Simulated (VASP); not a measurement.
# LiSi2N2: single point with PBE

The system is LiSi2N2.

```
Li Si N
1.0
     2.62599   -3.60483    0.00000
     2.62599    3.60483    0.00000
     0.00000    0.00000    2.65495
Li Si N
1 2 2
Direct
  0.50000 0.50000 0.00000
  0.16724 0.83276 0.00000
  0.83276 0.16724 0.00000
  0.00000 0.50000 0.50000
  0.50000 0.00000 0.50000
```

```yaml
Program: VASP 6.6.1
Task: single point
Functional: PBE
Potentials_or_basis: VASP PAW PBE potentials, release 64 (Li_sv, Si, N)
Cutoff: 520 eV
k_mesh: 10 × 10 × 14
Occupations: gaussian, width 0.1 eV
Spin: no spin polarisation
Dipole_correction: no
k_mesh_for_the_DOS: 15 × 15 × 21
Occupations_for_the_DOS: tetrahedron
Further_INCAR_settings: ALGO = Normal; EDIFF = 1e-06; NBANDS = 18
```

The valence electrons inside the program's atomic spheres are Li 2.07; Si 1.55; N 3.74.

Levels at points of the mesh, in eV from the Fermi level:
| k point | band 6 | band 7 | band 8 | band 9 | band 10 | band 11 | band 12 | band 13 | band 14 | band 15 |
| --- | --- | --- | --- | --- | --- | --- | --- | --- | --- | --- |
| (0.00, 0.00, 0.00) | -7.59 | -7.01 | -4.70 | -3.96 | -3.39 | 0.08 | 2.32 | 3.91 | 5.13 | 5.14 |

Wall time 6.7 min on 1 thread of Intel(R) Xeon(R) Platinum 8488C (Sapphire Rapids), with other jobs on the host, peak memory 0.61 GiB.

Caveat: an odd number of electrons without spin polarisation forces a metal; a magnetic or distorted state may lie lower.
